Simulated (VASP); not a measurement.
Rb2Na: single point with PBE

Crystal: Rb2Na.

```
Rb Na
1.0
     0.00000    4.89743    4.89743
     4.89743    0.00000    4.89743
     4.89743    4.89743    0.00000
Rb Na
2 1
Direct
  0.25000 0.25000 0.25000
  0.75000 0.75000 0.75000
  0.00000 0.00000 0.00000
```

* Program: VASP 6.6.1
* Task: single point
* Functional: PBE
* Potentials or basis: VASP PAW PBE potentials, release 64 (Rb_sv, Na_pv)
* Cutoff: 520 eV
* k mesh: 4 × 4 × 4
* Occupations: gaussian, width 0.1 eV
* Spin: no spin polarisation
* Dipole correction: no
* Further INCAR settings: ALGO = Normal; EDIFF = 1e-06; NBANDS = 20

The pressure is 0.1 GPa. The band gap on the k mesh is zero (an odd number of electrons rules out a gap without spin polarisation).

Levels at points of the mesh, in eV from the Fermi level:
```
           k point  band 9  band 10  band 11  band 12  band 13  band 14  band 15  band 16
(0.00, 0.00, 0.00)  -12.90   -12.90   -12.90    -2.12     1.37     1.37     1.37     2.23
(0.50, 0.00, 0.00)  -12.93   -12.93   -12.93    -1.07    -0.51     1.57     1.57     2.14
(0.50, 0.50, 0.00)  -12.90   -12.90   -12.89    -0.57    -0.45     0.80     1.31     1.31
```

Wall time 29 s on 1 thread of AMD EPYC 9R45 96-Core Processor (Zen 5), on a shared host, peak memory 0.35 GiB.
